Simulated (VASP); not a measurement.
# GaN (P6_3mc) in VASP: settings compared

The runs below take GaN through single point, relaxation of cell and atoms, relaxation of the atoms, with r2SCAN, LDA.

Program: VASP 6.6.1. These are calculated values, not measurements. Logs are shortened: lines on timing, memory, paths and dates and some standing lists are left out, and cuts for length are marked.

## Step 1: The cell of the first run

Symmetry: P6_3mc, No. 186, hexagonal system. The conventional cell has a = 3.225 Å, b = 3.225 Å, c = 5.252 Å, α = 90.00°, β = 90.00°, γ = 120.00°. Ga (site symmetry 3m) has 4 N at 1.97 to 1.98 Å within 2.6 Å. N (site symmetry 3m) has 4 Ga at 1.97 to 1.98 Å within 2.6 Å.

## Step 2: Single point, r2SCAN

File POSCAR:

```
GaN
1.0
    3.2251679307     -0.0000000029      0.0000000000
   -1.6125839628      2.7930773609      0.0000000000
    0.0000000000      0.0000000000      5.2520949800
Ga N
2 2
Direct
    0.3333333333      0.6666666667     -0.0008901400
    0.6666666667      0.3333333333      0.4991098600
    0.3333333333      0.6666666667      0.3758901400
    0.6666666667      0.3333333333      0.8758901400
```

File INCAR.step1:

```
PREC = Accurate ; ENCUT = 520
ISMEAR = -1 ; SIGMA = 0.02
LREAL = False ; LASPH = True
NELM = 80 ; NBANDS = 26
GGA = PE ; ALGO = Normal
EDIFF = 1E-4 ; LWAVE = True
LCHARG = False
```

File INCAR.step2:

```
PREC = Accurate ; ENCUT = 520
EDIFF = 1E-6 ; ISMEAR = -1
SIGMA = 0.02 ; LREAL = False
LASPH = True ; NELM = 80
ALGO = Normal ; ISIF = 2
LWAVE = False ; LCHARG = False
METAGGA = R2SCAN ; LMIXTAU = True
NBANDS = 26 ; ISTART = 1
```

File KPOINTS:

```
regular mesh
0
Gamma
  12 12 6
```

Potentials or basis: VASP PAW PBE potentials, release 64 (Ga_d, N).

Started as:

```
> cat potpaw_PBE.64/Ga_d/POTCAR potpaw_PBE.64/N/POTCAR > POTCAR
> cp INCAR.step1 INCAR
> mpirun -np 1 vasp_std > vasp.out
> cp INCAR.step2 INCAR
> mpirun -np 1 vasp_std > vasp.out
```

OUTCAR:

```text
PREC = Accurate
   ENCUT = 520
   EDIFF = 1E-6
   ISMEAR = -1
   LREAL = False
   LASPH = True
   NELM = 80
   ISIF = 2
   METAGGA = R2SCAN
   ISTART = 1

 ion  position               nearest neighbor table
   1  0.333  0.667  0.999-   4 1.97   4 1.97   4 1.97   3 1.98
   2  0.667  0.333  0.499-   3 1.97   3 1.97   3 1.97   4 1.98
   3  0.333  0.667  0.376-   2 1.97   2 1.97   2 1.97   1 1.98
   4  0.667  0.333  0.876-   1 1.97   1 1.97   1 1.97   2 1.98

  LATTYP: Found a hexagonal cell.
 ALAT       =     3.2251679307
 C/A-ratio  =     1.6284717859

  Lattice vectors:

 A1 = (   3.2251679307,  -0.0000000029,   0.0000000000)
 A2 = (  -1.6125839628,   2.7930773609,   0.0000000000)
 A3 = (   0.0000000000,   0.0000000000,   5.2520949800)

Analysis of symmetry for initial positions (statically):
=====================================================================
 Subroutine PRICEL returns:
 Original cell was already a primitive cell.

 Routine SETGRP: Setting up the symmetry group for a
 hexagonal supercell.

 Subroutine GETGRP returns: Found 12 space group operations
 (whereof  6 operations were pure point group operations)
 out of a pool of 24 trial point group operations.

The static configuration has the point symmetry C_3v.
 The point group associated with its full space group is C_6v.

Analysis of symmetry for dynamics (positions and initial velocities):
=====================================================================
 Subroutine PRICEL returns:
 Original cell was already a primitive cell.

 Routine SETGRP: Setting up the symmetry group for a
 hexagonal supercell.

 Subroutine GETGRP returns: Found 12 space group operations
 (whereof  6 operations were pure point group operations)
 out of a pool of 24 trial point group operations.

The dynamic configuration has the point symmetry C_3v.
 The point group associated with its full space group is C_6v.

 Subroutine INISYM returns: Found 12 space group operations
 (whereof  6 operations are pure point group operations),
 and found     1 'primitive' translations

----------------------------------------------------------------------------------------

                                     Primitive cell

  volume of cell :      47.3116

  direct lattice vectors                    reciprocal lattice vectors
     3.225167931 -0.000000003  0.000000000     0.310061374  0.179014017  0.000000000
    -1.612583963  2.793077361  0.000000000     0.000000000  0.358028035  0.000000000
     0.000000000  0.000000000  5.252094980     0.000000000  0.000000000  0.190400212

  length of vectors
     3.225167931  3.225167931  5.252094980     0.358028035  0.358028035  0.190400212

  position of ions in fractional coordinates (direct lattice)
     0.333333333  0.666666667  0.999109860
     0.666666667  0.333333333  0.499109860
     0.333333333  0.666666667  0.375890140
     0.666666667  0.333333333  0.875890140

  ion indices of the primitive-cell ions
   primitive index   ion index
                 1           1
                 2           2
                 3           3
                 4           4

----------------------------------------------------------------------------------------

 KPOINTS: regular mesh

Automatic generation of k-mesh.
 Grid dimensions read from file:
 generate k-points for:   12   12    6

 Generating k-lattice:

  Cartesian coordinates                     Fractional coordinates (reciprocal lattice)
     0.025838448  0.014917835  0.000000000     0.083333333 -0.000000000  0.000000000
     0.000000000  0.029835670  0.000000000     0.000000000  0.083333333  0.000000000
     0.000000000  0.000000000  0.031733369     0.000000000  0.000000000  0.166666667

  Length of vectors
     0.029835670  0.029835670  0.031733369

  Shift w.r.t. Gamma in fractional coordinates (k-lattice)
     0.000000000  0.000000000  0.000000000

 Subroutine IBZKPT returns following result:
 ===========================================

 Found     76 irreducible k-points:

 Following reciprocal coordinates:
            Coordinates               Weight
  0.000000  0.000000  0.000000      1.000000
  0.083333 -0.000000  0.000000      6.000000
  0.166667  0.000000  0.000000      6.000000
  0.250000  0.000000  0.000000      6.000000
  0.333333 -0.000000  0.000000      6.000000
  0.416667 -0.000000  0.000000      6.000000
[... 16 lines left out ...]
  0.250000  0.000000  0.166667     12.000000
  0.333333 -0.000000  0.166667     12.000000
 [... further k-points ...]
   k-points           NKPTS =     76   k-points in BZ     NKDIM =     76   number of bands    NBANDS=     26
   number of dos      NEDOS =    301   number of ions     NIONS =      4
   total plane-waves  NPLWV =  23040
   dimension x,y,z NGX =    24 NGY =   24 NGZ =   40
   dimension x,y,z NGXF=    48 NGYF=   48 NGZF=   80
   ions per type =               2   2
   NGX,Y,Z   is equivalent  to a cutoff of  12.37, 12.37, 12.66 a.u.
   NGXF,Y,Z  is equivalent  to a cutoff of  24.74, 24.74, 25.32 a.u.
 SYSTEM =  unknown system
   PREC   = accura    normal or accurate (medium, high low for compatibility)
   ISTART =      1    job   : 0-new  1-cont  2-samecut
   ICHARG =      0    charge: 1-file 2-atom 10-const
   ISPIN  =      1    spin polarized calculation?
   LNONCOLLINEAR =      F non collinear calculations
   LSORBIT =      F    spin-orbit coupling
   LASPH  =      T    aspherical Exc in radial PAW
   ENCUT  =  520.0 eV  38.22 Ry    6.18 a.u.   6.00  6.00  9.77*2*pi/ulx,y,z
   NELM   =     80;   NELMIN=  2; NELMDL=  0     # of ELM steps
   EDIFF  = 0.1E-05   stopping-criterion for ELM
   LREAL  =      F    real-space projection
   EDIFFG = 0.1E-04   stopping-criterion for IOM
   NSW    =      0    number of steps for IOM
   IBRION =     -1    ionic relax: 0-MD 1-quasi-New 2-CG
   NFREE  =      0    steps in history (QN), initial steepest desc. (CG)
   ISIF   =      2    stress and relaxation
   ISYM   =      2    0-nonsym 1-usesym 2-fastsym
   POTIM  = 0.5000    time-step for ionic-motion
   TEBEG  =    0.0;   TEEND  =   0.0 temperature during run
   PSTRESS=    0.0 pullay stress
   NELECT =      36.0000    total number of electrons
   NUPDOWN=      -1.0000    fix difference up-down
   EMIN   =  10.00;   EMAX   =-10.00  energy-range for DOS
   EFERMI =   0.00;   METHOD = LEGACY
   ISMEAR =    -1;   SIGMA  =   0.02  broadening in eV -4-tet -1-fermi 0-gaus
   EFERMI_NEDOS =   21; number of points for ismear=-14 and -15
   IALGO  =     38    algorithm
   IMIX   =      4    mixing-type and parameters
     AMIX     =   0.40;   BMIX     =  1.00
     AMIX_MAG =   1.60;   BMIX_MAG =  1.00
  volume/ion in A,a.u.               =      11.83        79.82
  Fermi-wavevector in a.u.,A,eV,Ry     =   1.494582  2.824350 30.392353  2.233775
  Thomas-Fermi vector in A             =   2.606836
   LORBIT       =      0    0 simple, 1 ext, 2 COOP (PROOUT), +10 PAW based schemes
   METAGGA = R2SCAN    functional components
   LHFCALC =     F    Hartree Fock is set to
   AEXX    =    0.0000 exact exchange contribution
   IVDW    =     0    specifies the selected vdW correction
   LEPSILON=     F    determine dielectric tensor
   LRPA    =     F    only Hartree local field effects (RPA)
 non-spin polarized calculation
  energy-cutoff  :      520.00
  volume of cell :       47.31
 maximum number of plane-waves:      1302
 NGX is ok and might be reduce to    24
   NGX = 11   NGY = 11   NGZ = 19

 number of electron      35.9999958 magnetization

 Free energy of the ion-electron system (eV)
  ---------------------------------------------------
  ext. energy  EPLUGINS =         0.00000000
  ---------------------------------------------------
  free energy    TOTEN  =       -43.79217146 eV

  energy without entropy =      -43.79217146  energy(sigma->0) =      -43.79217146

 E-fermi :   5.0869     XC(G=0): -12.4332

 val. band max:        4.6814282230   @ k =   0.0000   0.0000   0.0000
 cond. band min:       6.7518426978   @ k =   0.0000   0.0000   0.0000
 fundamental gap:      2.0704144748
 Fermi energy:         5.0869424707

 k-point     1 :       0.0000    0.0000    0.0000
  band No.  band energies     occupation
      1     -11.7975      2.00000
      2     -10.9121      2.00000
      3      -9.1266      2.00000
      4      -9.1119      2.00000
      5      -9.1119      2.00000
      6      -9.0513      2.00000
[... 18 lines left out ...]
     25      16.8633      0.00000
     26      16.8634      0.00000

 k-point     2 :       0.0833   -0.0000    0.0000
  band No.  band energies     occupation
      1     -11.7334      2.00000
      2     -10.8946      2.00000
      3      -9.1205      2.00000
      4      -9.1024      2.00000
      5      -9.0874      2.00000
      6      -9.0434      2.00000
[... 18 lines left out ...]
     25      16.5116      0.00000
     26      17.0217      0.00000

 k-point     3 :       0.1667    0.0000    0.0000
  band No.  band energies     occupation
      1     -11.5589      2.00000
      2     -10.8508      2.00000
      3      -9.0977      2.00000
      4      -9.0792      2.00000
      5      -9.0290      2.00000
      6      -9.0038      2.00000
[... 18 lines left out ...]
     25      16.5342      0.00000
     26      17.3961      0.00000

 k-point     4 :       0.2500    0.0000    0.0000
  band No.  band energies     occupation
      1     -11.3267      2.00000
      2     -10.8013      2.00000
      3      -9.0728      2.00000
      4      -9.0549      2.00000
      5      -8.9869      2.00000
      6      -8.9568      2.00000
[... 18 lines left out ...]
     25      16.6272      0.00000
     26      17.9041      0.00000
[... 496 lines left out ...]
      1     -11.4936      2.00000
      2     -10.8753      2.00000
      3      -9.0929      2.00000
      4      -9.0756      2.00000
      5      -9.0321      2.00000
      6      -9.0102      2.00000
[... 18 lines left out ...]
     25      16.1569      0.00000
     26      17.1853      0.00000

 k-point    23 :       0.2500    0.0000    0.1667
  band No.  band energies     occupation
      1     -11.2739      2.00000
      2     -10.8170      2.00000
      3      -9.0717      2.00000
      4      -9.0488      2.00000
      5      -8.9980      2.00000
      6      -8.9637      2.00000
[... 18 lines left out ...]
     25      16.3015      0.00000
     26      17.7362      0.00000

 k-point    24 :       0.3333   -0.0000    0.1667
  band No.  band energies     occupation
      1     -11.0731      2.00000
      2     -10.7720      2.00000
      3      -9.0598      2.00000
      4      -9.0317      2.00000
      5      -8.9690      2.00000
      6      -8.9191      2.00000
[... 18 lines left out ...]
     25      16.5628      0.00000
     26      18.3279      0.00000

 [... further k-points ...]

------------------------ aborting loop because EDIFF is reached ----------------------------------------

  FORCE on cell =-STRESS in cart. coord.  units (eV):
  Direction    XX          YY          ZZ          XY          YZ          ZX
  --------------------------------------------------------------------------------------
  -------------------------------------------------------------------------------------
  Total       -1.8137910     -1.8137910     -1.7949069     -0.0000000     -0.0000000      0.0000000
  in kB      -61.4228498    -61.4228498    -60.7833522     -0.0000000     -0.0000000      0.0000000
  external PRESSURE =     -61.2096840 kB  Pullay stress =       0.0000000 kB

 VOLUME and BASIS-vectors are now :
 -----------------------------------------------------------------------------
  energy-cutoff  :      520.00
  volume of cell :       47.31
      direct lattice vectors                 reciprocal lattice vectors
     3.225167931 -0.000000003  0.000000000     0.310061374  0.179014017  0.000000000
    -1.612583963  2.793077361  0.000000000     0.000000000  0.358028035  0.000000000
     0.000000000  0.000000000  5.252094980     0.000000000  0.000000000  0.190400212

 POSITION                                       TOTAL-FORCE (eV/Angst)
 -----------------------------------------------------------------------------------
      0.00000      1.86205      5.24742         0.000000     -0.000000     -0.001093
      1.61258      0.93103      2.62137        -0.000000      0.000000     -0.001093
      0.00000      1.86205      1.97421         0.000000     -0.000000      0.001093
      1.61258      0.93103      4.60026         0.000000     -0.000000      0.001093
 -----------------------------------------------------------------------------------
    total drift:                                0.000002      0.000003      0.021976

  FREE ENERGIE OF THE ION-ELECTRON SYSTEM (eV)
  ---------------------------------------------------
  free  energy   TOTEN  =       -43.7921714575 eV

  energy  without entropy=      -43.7921714575  energy(sigma->0) =      -43.79217146
```

Run time: 3.6 min. Hardware: 1 thread of Intel Xeon Platinum 8375C at 2.90GHz (Ice Lake), shared host; peak memory 0.22 GiB.

Results:

* Free energy: -43.7922 eV
* Pressure: -6.1 GPa
* Band gap on the k mesh: 2.07 eV

Caveat: the cell stands under tension; the PAW data sets were made with another functional, which shifts forces and pressure a little. r2SCAN opens gaps a little over a GGA but as a rule still falls short of measured ones.

## Step 3: Relaxation of cell and atoms, LDA

This run uses another cell than the first one, of 11.31 Å³/atom.

File INCAR:

```
PREC = Accurate ; ENCUT = 600
EDIFF = 1E-6 ; ISMEAR = -1
SIGMA = 0.02 ; LREAL = False
LASPH = True ; NELM = 60
ALGO = Normal ; ISIF = 3
LWAVE = False ; LCHARG = False
GGA = CA ; IBRION = 2
NSW = 80 ; EDIFFG = -0.01
```

KPOINTS is that of step 2.

File POSCAR:

```
GaN
1.0
    3.1800000000      0.0000000000      0.0000000000
   -1.5900000000      2.7539607800      0.0000000000
    0.0000000000      0.0000000000      5.1660000000
Ga N
2 2
Direct
    0.3333333300      0.6666666700      0.0000000000
    0.6666666700      0.3333333300      0.5000000000
    0.3333333300      0.6666666700      0.3750000000
    0.6666666700      0.3333333300      0.8750000000
```

Potentials or basis: VASP PAW LDA potentials, release 64 (Ga_d, N).

Started as:

```
> cat potpaw_LDA.64/Ga_d/POTCAR potpaw_LDA.64/N/POTCAR > POTCAR
> mpirun -np 1 vasp_std > vasp.out
```

It took 8.5 min on 1 thread of Intel Xeon 8259CL, shared host; peak memory 0.22 GiB.

The run converged. Its results:

```yaml
Free_energy: -27.9124 eV
Relaxed_volume: 11.11 Å³/atom
Relaxed_cell: a = 3.157 Å, b = 3.157 Å, c = 5.148 Å, α = 90.00°, β = 90.00°, γ = 120.00°
Space_group_after_relaxing_to_0.1_Å: P6_3mc (No. 186)
Energy_gained_by_relaxing: 2.7 meV/atom
Ionic_steps: 6
Pressure_after_relaxing: 0.0 GPa
Largest_force_after_relaxing: 0.006 eV/Å
Band_gap_on_the_k_mesh: 2.11 eV
```

Forces on the atoms (eV/Å):
```
Ga   0.000  0.000 -0.006
Ga   0.000  0.000 -0.006
N    0.000  0.000  0.006
N    0.000  0.000  0.006
```

The path:
```tsv
step	energy change (eV)	largest force (eV/Å)	pressure (GPa)	volume (Å³)
1	0.0000	0.1278	-3.55	45.24
2	0.0000	0.1154	3.88	43.62
3	-0.0109	0.0106	0.01	44.42
4	-0.0108	0.0080	0.30	44.40
5	-0.0107	0.0002	-0.49	44.52
6	-0.0109	0.0061	-0.02	44.43
```

Final structure:
```
Ga N
1.0
     3.15691    0.00000    0.00000
    -1.57845    2.73396    0.00000
     0.00000    0.00000    5.14825
Ga N
2 2
Direct
  0.33333 0.66667 0.99937
  0.66667 0.33333 0.49937
  0.33333 0.66667 0.37563
  0.66667 0.33333 0.87563
```

Levels at points of the mesh, in eV from the valence-band top:
```csv
k point,band 16,band 17,band 18,band 19,band 20,band 21
"(0.00, 0.00, 0.00)",-0.06,0.00,0.00,2.11,4.35,9.18
"(0.50, 0.00, 0.00)",-2.87,-2.33,-1.04,4.99,5.63,5.97
"(0.00, 0.00, 0.50)",-0.55,-0.55,-0.55,4.37,4.37,8.44
"(0.50, 0.00, 0.50)",-2.03,-1.98,-1.98,4.37,4.37,7.78
```

## Step 4: Relaxation of the atoms, r2SCAN

This run uses another cell than the first one, of 10.69 Å³/atom.

File POSCAR:

```
GaN
1.0
    3.1182948000      0.0000000000      0.0000000000
   -1.5591474000      2.7005225100      0.0000000000
    0.0000000000      0.0000000000      5.0780551100
Ga N
2 2
Direct
    0.3333333300      0.6666666700     -0.0008901400
    0.6666666700      0.3333333300      0.4991098600
    0.3333333300      0.6666666700      0.3758901400
    0.6666666700      0.3333333300      0.8758901400
```

File INCAR.step1:

```
PREC = Accurate
ENCUT = 520
ISMEAR = -1
SIGMA = 0.02
LREAL = F
LASPH = T
NELM = 60
GGA = PE
ALGO = Normal
EDIFF = 1E-4
LWAVE = T
LCHARG = F
```

File INCAR.step2:

```
PREC = Accurate
ENCUT = 520
EDIFF = 1E-6
ISMEAR = -1
SIGMA = 0.02
LREAL = F
LASPH = T
NELM = 60
ALGO = Normal
ISIF = 2
LWAVE = F
LCHARG = F
METAGGA = R2SCAN
LMIXTAU = T
IBRION = 2
NSW = 50
EDIFFG = -0.01
ISTART = 1
```

KPOINTS is that of step 3.

Potentials or basis: VASP PAW PBE potentials, release 64 (Ga_d, N).

Started as:

```
> cat potpaw_PBE.64/Ga_d/POTCAR potpaw_PBE.64/N/POTCAR > POTCAR
> cp INCAR.step1 INCAR
> mpirun -np 1 vasp_std > vasp.out
> cp INCAR.step2 INCAR
> mpirun -np 1 vasp_std > vasp.out
```

It took 8.6 min on 1 thread of Oxide Virtual Turin-like, shared host; peak memory 0.18 GiB.

Results (log left out):

```
Free energy                  : -43.6865 eV
Energy gained by relaxing    : 0.0 meV/atom
Ionic steps                  : 2
Pressure after relaxing      : 15.2 GPa
Largest force after relaxing : 0.008 eV/Å
Band gap on the k mesh       : 2.77 eV
```

Forces on the atoms (eV/Å):
```
Ga   0.000  0.000 -0.008
Ga   0.000  0.000 -0.008
N    0.000  0.000  0.008
N    0.000  0.000  0.008
```

Final structure:
```
Ga N
1.0
     3.11829    0.00000    0.00000
    -1.55915    2.70052    0.00000
     0.00000    0.00000    5.07806
Ga N
2 2
Direct
  0.33333 0.66667 0.99926
  0.66667 0.33333 0.49926
  0.33333 0.66667 0.37574
  0.66667 0.33333 0.87574
```

Levels at points of the mesh, in eV from the valence-band top:
| k point | band 16 | band 17 | band 18 | band 19 | band 20 | band 21 |
| --- | --- | --- | --- | --- | --- | --- |
| (0.00, 0.00, 0.00) | -0.05 | 0.00 | 0.00 | 2.77 | 5.24 | 10.34 |
| (0.50, 0.00, 0.00) | -3.07 | -2.43 | -1.11 | 5.77 | 6.43 | 6.79 |
| (0.00, 0.00, 0.50) | -0.59 | -0.59 | -0.59 | 5.18 | 5.18 | 9.53 |
| (0.50, 0.00, 0.50) | -2.17 | -2.10 | -2.10 | 5.09 | 5.09 | 8.82 |

Caveat: the PAW data sets were made with another functional, which shifts forces and pressure a little. r2SCAN opens gaps a little over a GGA but as a rule still falls short of measured ones.

## Step 5: Summary

```csv
task,level,potentials or basis,cell,cutoff (eV),gap on the mesh (eV),pressure (GPa),largest force (eV/Å)
single point,r2SCAN,"VASP PAW PBE potentials, release 64 (Ga_d, N)","a = 3.225, b = 3.225, c = 5.252 Å, angles 90.0, 90.0, 120.0°, 4 atoms",520,2.07,-6.1,-
relaxation of cell and atoms,LDA,"VASP PAW LDA potentials, release 64 (Ga_d, N)","relaxed from a = 3.180, b = 3.180, c = 5.166 Å, angles 90.0, 90.0, 120.0°, 4 atoms",600,2.11,0.0,0.01
relaxation of the atoms,r2SCAN,"VASP PAW PBE potentials, release 64 (Ga_d, N)","atoms relaxed from a = 3.118, b = 3.118, c = 5.078 Å, angles 90.0, 90.0, 120.0°, 4 atoms",520,2.77,15.2,0.01
```

Alike in all rows: no spin polarisation; k mesh 12 × 12 × 6; smearing fermi-dirac 0.02 eV.

Caveats: the PAW data sets were made with another functional, which shifts forces and pressure a little (at least some runs); the cell stands under tension (at least some runs).

Total energies depend on the potentials used, so only differences within one code and one set of settings carry meaning.
